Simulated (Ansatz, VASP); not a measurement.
# One calculation of Hg, two programs

INCAR

```
SYSTEM = Hg
PREC = Accurate
ENCUT = 520
EDIFF = 1E-7
ISMEAR = 0
SIGMA = 0.15
LREAL = .FALSE.
LASPH = .TRUE.
NELM = 100
ALGO = Fast
ISIF = 2
LWAVE = .FALSE.
LCHARG = .FALSE.
GGA = PE
IVDW = 12
NBANDS = 19
```

KPOINTS

```
regular mesh
0
G
  15 15 8
  0 0 0
```

POSCAR

```
Hg
1.0
    3.5198000000      0.0000000000      0.0000000000
   -1.7599000000      3.0482362162      0.0000000000
    0.0000000000      0.0000000000      5.2861746114
Hg
2
Direct
    0.6666666667      0.3333333333      0.7500000000
    0.3333333333      0.6666666667      0.2500000000
```

Input for Ansatz:

```yaml
crystal:
  lattice:
    - [3.5198, 0.0, 0.0]
    - [-1.7599, 3.0482362162, 0.0]
    - [0.0, 0.0, 5.2861746114]
  atoms:
    - { symbol: Hg, position: [0.6666666667, 0.3333333333, 0.75] }
    - { symbol: Hg, position: [0.3333333333, 0.6666666667, 0.25] }
basis:
  ecutwfc: 420
kpoints:
  mp_grid: { grid: [15, 15, 8] }
hamiltonian:
  xc: pbe
  dispersion: d3bj
scf:
  occupations: { method: gaussian, width: 0.15 }
output:
  forces: true
  stress: true
  eigenvalues: true
  write_density: true
  write_potential: true
  elf: true
  volumetric_format: npy
```

Alike in both runs: task single point; functional PBE; dispersion D3(BJ); k mesh 15 × 15 × 8; occupations gaussian, width 0.15 eV; no spin polarisation.

|  | VASP | Ansatz |
| --- | --- | --- |
| version | VASP 6.6.1 | Ansatz 0.2.0 |
| potentials or method | VASP PAW PBE potentials, release 64 (Hg), cutoff 520 eV | scalar-relativistic, plane waves, PAW |
| valence electrons in the cell | 24 | 40 |

|  | VASP | Ansatz | Ansatz less VASP |
| --- | --- | --- | --- |
| gap on the k mesh at the Fermi level (eV) | none | none | - |
| pressure (GPa) | -1.0 | -1.1 | -0.11 |
| traceless stress, the component that is largest in VASP (GPa) | 0.34 | 0.30 | -0.036 |

A gap of «none» marks a metal or a gap that the smearing closes. VASP's potentials hold 24 valence electrons a cell and Ansatz's 40, so a difference there can come from the potentials and not from the codes.

Spin-orbit coupling is off throughout.
